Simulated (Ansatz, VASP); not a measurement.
Sc in VASP and in Ansatz

```
CELL_PARAMETERS angstrom
2.97337 0.00000 0.00000
-1.48669 2.57502 0.00000
0.00000 0.00000 4.59213
ATOMIC_POSITIONS crystal
Sc 0.33333 0.66667 0.25000
Sc 0.66667 0.33333 0.75000
```

Change from the starting cell: volume scaled by 0.78, LAPW.

Alike in both runs: task single point; functional LDA; k mesh 15 × 15 × 8; occupations fermi-dirac, width 0.05 eV; no spin polarisation.

```csv
,VASP,Ansatz
version,VASP 6.6.1,Ansatz 0.2.0
potentials or method,"VASP PAW LDA potentials, release 64 (Sc_sv), cutoff 520 eV","all-electron LAPW, scalar-relativistic"
```

|  | VASP | Ansatz | Ansatz less VASP |
| --- | --- | --- | --- |
| pressure (GPa) | 22.3 | 22.0 | -0.28 |
| traceless stress, the component that is largest in VASP (GPa) | -0.05 | -0.11 | -0.055 |

LDA's correlation is that of Perdew and Zunger in VASP and of Perdew and Wang (1992) in Ansatz. Ansatz ran all-electron here, and VASP with PAW potentials.
